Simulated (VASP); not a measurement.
# TiC (Fm-3m) in VASP: notebook, part 2 of 2

VASP 6.6.1.

**4. Single point, LDA**

This run uses another cell than the first one, of 10.77 Å³/atom, 1.082 times its volume.

The input, INCAR:

```
SYSTEM = TiC
PREC     = Accurate       ! precision mode
ENCUT    = 520            ! plane-wave cutoff, eV
EDIFF    = 1E-7           ! SCF threshold, eV
ISMEAR   = -1             ! smearing method
SIGMA    = 0.05           ! smearing width, eV
LREAL    = .False.        ! projectors in reciprocal space
LASPH    = .True.         ! aspherical terms in the spheres
NELM     = 60             ! most SCF steps
ALGO     = Normal         ! electronic algorithm
ISIF     = 2              ! what is computed and relaxed
LWAVE    = .False.        ! write WAVECAR
LCHARG   = .False.        ! write CHGCAR
NBANDS   = 15             ! bands
```

The input, KPOINTS:

```
Automatic mesh
0
Gamma
  11 11 11
  0 0 0
```

The input, POSCAR:

```
TiC
1.0
    0.0000000000      2.2081947028      2.2081947028
    2.2081947028      0.0000000000      2.2081947028
    2.2081947028      2.2081947028      0.0000000000
Ti C
1 1
Direct
    0.0000000000      0.0000000000      0.0000000000
    0.5000000000      0.5000000000      0.5000000000
```

Potentials or basis: VASP PAW LDA potentials, release 64 (Ti_sv, C).

On the command line:

```bash
$ cat potpaw_LDA.64/Ti_sv/POTCAR potpaw_LDA.64/C/POTCAR > POTCAR
$ mpirun -np 1 vasp_std > vasp.out
```

OUTCAR:

```text
SYSTEM = TiC
   PREC = Accurate
   ENCUT = 520
   EDIFF = 1E-7
   ISMEAR = -1
   LREAL = .False.
   LASPH = .True.
   NELM = 60
   ISIF = 2

 ion  position               nearest neighbor table
   1  0.000  0.000  0.000-   2 2.21   2 2.21   2 2.21   2 2.21   2 2.21   2 2.21
   2  0.500  0.500  0.500-   1 2.21   1 2.21   1 2.21   1 2.21   1 2.21   1 2.21

  LATTYP: Found a face centered cubic cell.
 ALAT       =     4.4163894056

  Lattice vectors:

 A1 = (   0.0000000000,   2.2081947028,   2.2081947028)
 A2 = (   2.2081947028,   0.0000000000,   2.2081947028)
 A3 = (   2.2081947028,   2.2081947028,   0.0000000000)

Analysis of symmetry for initial positions (statically):
=====================================================================
 Subroutine PRICEL returns:
 Original cell was already a primitive cell.

 Routine SETGRP: Setting up the symmetry group for a
 face centered cubic supercell.

 Subroutine GETGRP returns: Found 48 space group operations
[... 9 lines left out ...]

 Routine SETGRP: Setting up the symmetry group for a
 face centered cubic supercell.

 Subroutine GETGRP returns: Found 48 space group operations
[... 11 lines left out ...]
                                     Primitive cell

  volume of cell :      21.5349

  direct lattice vectors                    reciprocal lattice vectors
     0.000000000  2.208194703  2.208194703    -0.226429309  0.226429309  0.226429309
     2.208194703  0.000000000  2.208194703     0.226429309 -0.226429309  0.226429309
     2.208194703  2.208194703  0.000000000     0.226429309  0.226429309 -0.226429309

  length of vectors
     3.122858897  3.122858897  3.122858897     0.392187067  0.392187067  0.392187067

  position of ions in fractional coordinates (direct lattice)
[... 8 lines left out ...]
----------------------------------------------------------------------------------------

 KPOINTS: Automatic mesh

Automatic generation of k-mesh.
 Grid dimensions read from file:
 generate k-points for:   11   11   11

 Generating k-lattice:

  Cartesian coordinates                     Fractional coordinates (reciprocal lattice)
    -0.020584483  0.020584483  0.020584483     0.090909091  0.000000000  0.000000000
     0.020584483 -0.020584483  0.020584483     0.000000000  0.090909091  0.000000000
     0.020584483  0.020584483 -0.020584483     0.000000000  0.000000000  0.090909091

  Length of vectors
     0.035653370  0.035653370  0.035653370

  Shift w.r.t. Gamma in fractional coordinates (k-lattice)
     0.000000000  0.000000000  0.000000000

 Subroutine IBZKPT returns following result:
 ===========================================

 Found     56 irreducible k-points:

 Following reciprocal coordinates:
            Coordinates               Weight
  0.000000  0.000000  0.000000      1.000000
  0.090909  0.000000  0.000000      8.000000
  0.181818  0.000000  0.000000      8.000000
  0.272727  0.000000  0.000000      8.000000
  0.363636  0.000000  0.000000      8.000000
  0.454545  0.000000  0.000000      8.000000
[... 16 lines left out ...]
 -0.272727  0.181818  0.000000     24.000000
 -0.181818  0.181818  0.000000     12.000000
 [... further k-points ...]
   k-points           NKPTS =     56   k-points in BZ     NKDIM =     56   number of bands    NBANDS=     15
   number of dos      NEDOS =    301   number of ions     NIONS =      2
   total plane-waves  NPLWV =  13824
   dimension x,y,z NGX =    24 NGY =   24 NGZ =   24
   dimension x,y,z NGXF=    48 NGYF=   48 NGZF=   48
   ions per type =               1   1
   NGX,Y,Z   is equivalent  to a cutoff of  12.78, 12.78, 12.78 a.u.
   NGXF,Y,Z  is equivalent  to a cutoff of  25.55, 25.55, 25.55 a.u.
 SYSTEM =  TiC
   PREC   = accura    normal or accurate (medium, high low for compatibility)
   ISTART =      0    job   : 0-new  1-cont  2-samecut
   ICHARG =      2    charge: 1-file 2-atom 10-const
   ISPIN  =      1    spin polarized calculation?
   LNONCOLLINEAR =      F non collinear calculations
   LSORBIT =      F    spin-orbit coupling
   LASPH  =      T    aspherical Exc in radial PAW
   ENCUT  =  520.0 eV  38.22 Ry    6.18 a.u.   5.81  5.81  5.81*2*pi/ulx,y,z
   NELM   =     60;   NELMIN=  2; NELMDL= -5     # of ELM steps
   EDIFF  = 0.1E-06   stopping-criterion for ELM
   LREAL  =      F    real-space projection
   EDIFFG = 0.1E-05   stopping-criterion for IOM
   NSW    =      0    number of steps for IOM
   IBRION =     -1    ionic relax: 0-MD 1-quasi-New 2-CG
   NFREE  =      0    steps in history (QN), initial steepest desc. (CG)
   ISIF   =      2    stress and relaxation
   ISYM   =      2    0-nonsym 1-usesym 2-fastsym
   POTIM  = 0.5000    time-step for ionic-motion
   TEBEG  =    0.0;   TEEND  =   0.0 temperature during run
   PSTRESS=    0.0 pullay stress
   NELECT =      16.0000    total number of electrons
   NUPDOWN=      -1.0000    fix difference up-down
   EMIN   =  10.00;   EMAX   =-10.00  energy-range for DOS
   EFERMI =   0.00;   METHOD = LEGACY
   ISMEAR =    -1;   SIGMA  =   0.05  broadening in eV -4-tet -1-fermi 0-gaus
   EFERMI_NEDOS =   21; number of points for ismear=-14 and -15
   IALGO  =     38    algorithm
   IMIX   =      4    mixing-type and parameters
     AMIX     =   0.40;   BMIX     =  1.00
     AMIX_MAG =   1.60;   BMIX_MAG =  1.00
  volume/ion in A,a.u.               =      10.77        72.66
  Fermi-wavevector in a.u.,A,eV,Ry     =   1.482748  2.801988 29.912991  2.198543
  Thomas-Fermi vector in A             =   2.596496
   LORBIT       =      0    0 simple, 1 ext, 2 COOP (PROOUT), +10 PAW based schemes
   GGA     = CA    functional components
   LHFCALC =     F    Hartree Fock is set to
   AEXX    =    0.0000 exact exchange contribution
   IVDW    =     0    specifies the selected vdW correction
   LEPSILON=     F    determine dielectric tensor
   LRPA    =     F    only Hartree local field effects (RPA)
 non-spin polarized calculation
  energy-cutoff  :      520.00
  volume of cell :       21.53
 maximum number of plane-waves:       595
   NGX = 11   NGY = 11   NGZ = 11

 number of electron      15.9999998 magnetization

 Free energy of the ion-electron system (eV)
  ---------------------------------------------------
  ext. energy  EPLUGINS =         0.00000000
  ---------------------------------------------------
  free energy    TOTEN  =       -20.36709646 eV

  energy without entropy =      -20.36459599  energy(sigma->0) =      -20.36584622

 E-fermi :   8.5954     XC(G=0): -12.6800

 val. band max:        8.4706667531   @ k =   0.4545   0.4545   0.0000
 cond. band min:       8.6852102772   @ k =   0.3636   0.2727   0.0000
 fundamental gap:      0.2145435241
 Fermi energy:         8.5953834097

 k-point     1 :       0.0000    0.0000    0.0000
  band No.  band energies     occupation
      1     -47.4880      2.00000
      2     -23.9226      2.00000
      3     -23.9226      2.00000
      4     -23.9226      2.00000
      5      -3.3862      2.00000
      6       9.1594      0.00003
      7       9.1594      0.00003
      8       9.1594      0.00003
      9      10.1430      0.00000
     10      10.1430      0.00000
     11      10.1712      0.00000
     12      10.1712      0.00000
     13      10.1712      0.00000
     14      18.3145      0.00000
     15      22.3738      0.00000

 k-point     2 :       0.0909    0.0000    0.0000
  band No.  band energies     occupation
      1     -47.4833      2.00000
      2     -23.9565      2.00000
      3     -23.9259      2.00000
      4     -23.9259      2.00000
      5      -3.2118      2.00000
      6       8.4221      1.93938
      7       8.6973      0.23036
      8       8.6973      0.23036
      9       9.4770      0.00000
     10       9.4770      0.00000
     11      10.5005      0.00000
     12      11.5472      0.00000
     13      11.5472      0.00000
     14      18.6312      0.00000
     15      22.3786      0.00000
[... 365 lines left out ...]
      3     -24.0453      2.00000
      4     -23.9555      2.00000
      5      -1.0602      2.00000
      6       4.5408      2.00000
      7       6.1837      2.00000
      8       6.2002      2.00000
      9      10.3744      0.00000
     10      11.2577      0.00000
     11      12.0260      0.00000
     12      13.3037      0.00000
     13      15.9511      0.00000
     14      19.1532      0.00000
     15      21.6588      0.00000

 k-point    24 :      -0.1818    0.1818    0.0000
  band No.  band energies     occupation
      1     -47.4485      2.00000
      2     -24.1490      2.00000
      3     -24.0126      2.00000
      4     -23.9401      2.00000
      5      -1.7653      2.00000
      6       5.4745      2.00000
      7       6.5310      2.00000
      8       6.7211      2.00000
      9       9.9455      0.00000
     10      10.9747      0.00000
     11      11.8829      0.00000
     12      12.5814      0.00000
     13      15.3433      0.00000
     14      19.7265      0.00000
     15      21.5900      0.00000

 [... further k-points ...]
[... 5 lines left out ...]
  --------------------------------------------------------------------------------------
  -------------------------------------------------------------------------------------
  Total       -3.1981364     -3.1981364     -3.1981364     -0.0000000      0.0000000     -0.0000000
  in kB     -237.9389136   -237.9389136   -237.9389136     -0.0000000      0.0000000     -0.0000000
  external PRESSURE =    -237.9389136 kB  Pullay stress =       0.0000000 kB

 VOLUME and BASIS-vectors are now :
 -----------------------------------------------------------------------------
  energy-cutoff  :      520.00
  volume of cell :       21.53
      direct lattice vectors                 reciprocal lattice vectors
     0.000000000  2.208194703  2.208194703    -0.226429309  0.226429309  0.226429309
     2.208194703  0.000000000  2.208194703     0.226429309 -0.226429309  0.226429309
     2.208194703  2.208194703  0.000000000     0.226429309  0.226429309 -0.226429309

 POSITION                                       TOTAL-FORCE (eV/Angst)
 -----------------------------------------------------------------------------------
      0.00000      0.00000      0.00000        -0.000000     -0.000000     -0.000000
      2.20819      2.20819      2.20819         0.000000      0.000000      0.000000
 -----------------------------------------------------------------------------------
    total drift:                                0.000000     -0.000000     -0.000000

  FREE ENERGIE OF THE ION-ELECTRON SYSTEM (eV)
  ---------------------------------------------------
  free  energy   TOTEN  =       -20.3670964603 eV

  energy  without entropy=      -20.3645959885  energy(sigma->0) =      -20.36584622
```

Wall time 10 s (1 thread of Intel Xeon Platinum 8488C (Sapphire Rapids), shared host); peak memory 0.13 GiB.

What came out:

* Free energy: -20.3671 eV
* Pressure: -23.8 GPa
* Band gap on the k mesh: zero (band 8 reaches 9.16 eV, above the bottom of band 9 at 8.15 eV)

Levels at points of the mesh, in eV from the Fermi level:
```csv
k point,band 6,band 7,band 8,band 9,band 10,band 11
"(0.00, 0.00, 0.00)",0.56,0.56,0.56,1.55,1.55,1.58
```

**5. Overview**

```tsv
cell	gap on the mesh (eV)	pressure (GPa)
a = 3.042 Å, angles 60.0°, 2 atoms	none	-7.1
a = 3.103 Å, angles 60.0°, 2 atoms	none	-20.4
a = 3.123 Å, angles 60.0°, 2 atoms	none	-23.8
```

Alike in all rows: task single point; level LDA; potentials or basis VASP PAW LDA potentials, release 64 (Ti_sv, C); no spin polarisation; k mesh 11 × 11 × 11; cutoff (eV) 520; smearing fermi-dirac 0.05 eV.

Absolute energies hang on the potentials; compare differences alone.
